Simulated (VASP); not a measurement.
A run of VASP 6.6.1:

File INCAR:

```
SYSTEM = Te
PREC = Accurate
ENCUT = 520
EDIFF = 1E-7
ISMEAR = -1
SIGMA = 0.08
LREAL = .False.
LASPH = .True.
NELM = 100
ALGO = Normal
ISIF = 2
LWAVE = .False.
LCHARG = .True.
LELF = .True.
LVHAR = .True.
NBANDS = 16
```

The input KPOINTS:

```
regular mesh
0
Gamma
  9 9 6
  0 0 0
```

File POSCAR:

```
Te
1.0
    4.4579994587      0.0000000000      0.0000000000
   -2.2289997294      3.8607407813      0.0000000000
    0.0000000000      0.0000000000      5.7472500000
Te
3
Direct
    0.7450000000      0.0000000000      0.3333333333
    0.0000000000      0.7450000000      0.6666666667
    0.2550000000      0.2550000000      0.0000000000
```

Potentials or basis: VASP PAW LDA potentials, release 64 (Te).

Command:

```console
$ cat potpaw_LDA.64/Te/POTCAR > POTCAR
$ mpirun -np 1 vasp_std > vasp.out
```

Hardware: 1 thread of Intel(R) Xeon(R) Platinum 8259CL CPU @ 2.50GHz (Skylake/Cascade Lake), with other jobs on the host.

Question: Estimate the wall time of this run.

Answer: Wall time 82 s on 1 thread of Intel(R) Xeon(R) Platinum 8259CL CPU @ 2.50GHz (Skylake/Cascade Lake), with other jobs on the host, peak memory 0.23 GiB. Counts: scf iterations 13, k points 62.
